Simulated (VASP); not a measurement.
# Pt3Se2 (P4/mmm) in VASP: a series of runs, part 2 of 3

VASP 6.6.1.

## 3. Relaxation of cell and atoms, PBE

This run uses another cell than the first one, of 23.08 Å³/atom, 1.011 times its volume.

Contents of INCAR:

```
ALGO = Normal
EDIFF = 1E-7
EDIFFG = -0.04
ENCUT = 600
GGA = PE
IBRION = 2
ISIF = 3
ISMEAR = 0
LASPH = True
LCHARG = False
LREAL = False
LWAVE = False
NELM = 100
NSW = 90
PREC = Accurate
SIGMA = 0.1
```

Contents of KPOINTS:

```
k-points
0
Gamma
  4 4 4
```

Contents of POSCAR:

```
Pt3Se2
1.0
    4.5378076500      0.0000000000      0.0000000000
    0.0000000000      4.5378076500      0.0000000000
    0.0000000000      0.0000000000      5.6034919800
Pt Se
3 2
Direct
    0.0000000000      0.0000000000      0.5000000000
    0.0000000000      0.5000000000      0.0000000000
    0.5000000000      0.0000000000      0.0000000000
    0.0000000000      0.5000000000      0.5000000000
    0.5000000000      0.0000000000      0.5000000000
```

Potentials or basis: VASP PAW PBE potentials, release 64 (Pt, Se).

The run is started by

```
$ cat potpaw_PBE.64/Pt/POTCAR potpaw_PBE.64/Se/POTCAR > POTCAR
$ mpirun -np 1 vasp_std > vasp.out
```

OUTCAR:

```text
EDIFF = 1E-7
   EDIFFG = -0.04
   ENCUT = 600
   GGA = PE
   IBRION = 2
   ISIF = 3
   ISMEAR = 0
   LASPH = True
   LREAL = False
   NELM = 100
   NSW = 90
   PREC = Accurate

 ion  position               nearest neighbor table
   1  0.000  0.000  0.500-   4 2.27   5 2.27   4 2.27   5 2.27
   2  0.000  0.500  0.000-   4 2.80   4 2.80   3 3.21   3 3.21   3 3.21   3 3.21
   3  0.500  0.000  0.000-   5 2.80   5 2.80   2 3.21   2 3.21   2 3.21   2 3.21
   4  0.000  0.500  0.500-   1 2.27   1 2.27   2 2.80   2 2.80
   5  0.500  0.000  0.500-   1 2.27   1 2.27   3 2.80   3 2.80

  LATTYP: Found a simple tetragonal cell.
 ALAT       =     4.5378076500
 C/A-ratio  =     1.2348456374

  Lattice vectors:

 A1 = (   4.5378076500,   0.0000000000,   0.0000000000)
 A2 = (   0.0000000000,   4.5378076500,   0.0000000000)
 A3 = (   0.0000000000,   0.0000000000,   5.6034919800)

Analysis of symmetry for initial positions (statically):
=====================================================================
 Subroutine PRICEL returns:
 Original cell was already a primitive cell.

 Routine SETGRP: Setting up the symmetry group for a
 simple tetragonal supercell.

 Subroutine GETGRP returns: Found 16 space group operations
 (whereof 16 operations were pure point group operations)
 out of a pool of 16 trial point group operations.

The static configuration has the point symmetry D_4h.

Analysis of symmetry for dynamics (positions and initial velocities):
=====================================================================
 Subroutine PRICEL returns:
 Original cell was already a primitive cell.

 Routine SETGRP: Setting up the symmetry group for a
 simple tetragonal supercell.

 Subroutine GETGRP returns: Found 16 space group operations
 (whereof 16 operations were pure point group operations)
 out of a pool of 16 trial point group operations.

The dynamic configuration has the point symmetry D_4h.

 Subroutine INISYM returns: Found 16 space group operations
 (whereof 16 operations are pure point group operations),
 and found     1 'primitive' translations

----------------------------------------------------------------------------------------
[... 105 lines left out ...]
   EMIN   =  10.00;   EMAX   =-10.00  energy-range for DOS
   EFERMI =   0.00;   METHOD = LEGACY
   ISMEAR =     0;   SIGMA  =   0.10  broadening in eV -4-tet -1-fermi 0-gaus
   EFERMI_NEDOS =   21; number of points for ismear=-14 and -15
   IALGO  =     38    algorithm
   IMIX   =      4    mixing-type and parameters
     AMIX     =   0.40;   BMIX     =  1.00
     AMIX_MAG =   1.60;   BMIX_MAG =  1.00
  volume/ion in A,a.u.               =      23.08       155.73
  Fermi-wavevector in a.u.,A,eV,Ry     =   1.168892  2.208885 18.589747  1.366308
  Thomas-Fermi vector in A             =   2.305372
   LORBIT       =      0    0 simple, 1 ext, 2 COOP (PROOUT), +10 PAW based schemes
   GGA     = PE    functional components
   LHFCALC =     F    Hartree Fock is set to
   AEXX    =    0.0000 exact exchange contribution
   IVDW    =     0    specifies the selected vdW correction
   LEPSILON=     F    determine dielectric tensor
   LRPA    =     F    only Hartree local field effects (RPA)
 conjugate gradient relaxation of ions
 non-spin polarized calculation
 Gauss-broadening in eV      SIGMA  =   0.10
  energy-cutoff  :      600.00
  volume of cell :      115.39
 maximum number of plane-waves:      3868
   NGX = 19   NGY = 19   NGZ = 23

--------------------------------------- Ionic step        1  -------------------------------------------

 number of electron      42.0000002 magnetization

 Free energy of the ion-electron system (eV)
  ---------------------------------------------------
  ext. energy  EPLUGINS =         0.00000000
  ---------------------------------------------------
  free energy    TOTEN  =       -20.42409859 eV

  energy without entropy =      -20.39913959  energy(sigma->0) =      -20.41161909

------------------------ aborting loop because EDIFF is reached ----------------------------------------

  FORCE on cell =-STRESS in cart. coord.  units (eV):
  Direction    XX          YY          ZZ          XY          YZ          ZX
  --------------------------------------------------------------------------------------
  -------------------------------------------------------------------------------------
  Total        8.7271809      8.7271809    -14.5029246      0.0000000      0.0000000      0.0000000
  in kB      121.1807510    121.1807510   -201.3794960      0.0000000      0.0000000      0.0000000
  external PRESSURE =      13.6606686 kB  Pullay stress =       0.0000000 kB
[... 221 lines left out ...]
--------------------------------------- Ionic step        7  -------------------------------------------

 number of electron      41.9999997 magnetization

 Free energy of the ion-electron system (eV)
  ---------------------------------------------------
  ext. energy  EPLUGINS =         0.00000000
  ---------------------------------------------------
  free energy    TOTEN  =       -22.57763924 eV

  energy without entropy =      -22.55376808  energy(sigma->0) =      -22.56570366

 E-fermi :   4.9124     XC(G=0): -10.2696

 val. band max:        4.8978770993   @ k =   0.5000   0.0000   0.5000
 cond. band min:       4.9210409835   @ k =   0.2500   0.0000   0.0000
 fundamental gap:      0.0231638842
 Fermi energy:         4.9123798290

 k-point     1 :       0.0000    0.0000    0.0000
  band No.  band energies     occupation
      1     -10.1417      2.00000
      2      -9.1430      2.00000
      3       0.4219      2.00000
      4       0.4219      2.00000
      5       0.7388      2.00000
      6       0.8342      2.00000
[... 525 lines left out ...]
  FREE ENERGIE OF THE ION-ELECTRON SYSTEM (eV)
  ---------------------------------------------------
  free  energy   TOTEN  =       -22.5776392405 eV

  energy  without entropy=      -22.5537680801  energy(sigma->0) =      -22.56570366

 reached required accuracy - stopping structural energy minimisation
```

It took 4.6 min on 1 thread of AMD EPYC 9R45 (Zen 5), shared host; peak memory 0.24 GiB.

Results:

```yaml
Free_energy: -22.5776 eV
Relaxed_volume: 22.85 Å³/atom
Relaxed_cell: a = 4.904 Å, b = 4.904 Å, c = 4.750 Å, α = 90.00°, β = 90.00°, γ = 90.00°
Space_group_after_relaxing_to_0.05_Å: P4/mmm (No. 123)
Energy_gained_by_relaxing: 430.7 meV/atom
Ionic_steps: 7
Pressure_after_relaxing: 0.0 GPa
Band_gap_on_the_k_mesh: zero (band 21 reaches 5.61 eV, above the bottom of band 22 at 3.94 eV)
```

Step by step:
```tsv
step	energy change (eV)	largest force (eV/Å)	pressure (GPa)	volume (Å³)
1	0.0000	0.0000	1.37	115.39
2	-2.1250	0.0000	-2.31	116.66
3	-2.1424	0.0000	-1.44	116.57
4	-2.1416	0.0000	-1.69	116.60
5	-2.1368	0.0000	1.95	112.45
6	-2.1523	0.0000	-0.09	114.69
7	-2.1535	0.0000	0.00	114.25
```

Final structure:
```xyz
5
Lattice="4.9044 0.0000 0.0000 0.0000 4.9044 0.0000 0.0000 0.0000 4.7500" Properties=species:S:1:pos:R:3 pbc="T T T"
Pt    4.9044    4.9044    2.3750
Pt    0.0000    2.4522    4.7500
Pt    2.4522    0.0000    0.0000
Se    0.0000    2.4522    2.3750
Se    2.4522    0.0000    2.3750
```

Caveat: spin-orbit coupling is left out, which moves the levels of the heavy elements.

(Part 2 of 3 ends here.)
